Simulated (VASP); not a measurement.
PbS:

```
Pb S
1.0
     2.07995   -5.99130    0.00000
     2.07995    5.99130    0.00000
     0.00000    0.00000    4.27932
Pb S
2 2
Direct
  0.13056 0.86944 0.25000
  0.86944 0.13056 0.75000
  0.35480 0.64520 0.25000
  0.64520 0.35480 0.75000
```

Base run:

```yaml
Program: VASP 6.6.1
Functional: PBE
Potentials_or_basis: VASP PAW PBE potentials, release 64 (Pb_d, S)
Cutoff: 520 eV
k_mesh: 7 × 7 × 6
Occupations: fermi-dirac, width 0.05 eV
Spin: no spin polarisation
```

Its results: band gap on the k mesh 1.26 eV (least direct gap 1.43 eV); pressure 1.0 GPa; largest force 0.103 eV/Å.

Task: The run is repeated on the same cell with these changes: functional from PBE to HSE06; k mesh from 7 × 7 × 6 to 4 × 4 × 4. What comes out?

Result: Band gap on the k mesh 1.84 eV (least direct gap 2.28 eV); pressure -0.5 GPa; largest force 0.127 eV/Å.

Several settings changed at once.

Caveats: spin-orbit coupling is left out, which moves the levels of the heavy elements; the PAW data sets were made with another functional, which shifts forces and pressure a little (at least some runs).

A k mesh can miss the band edges.
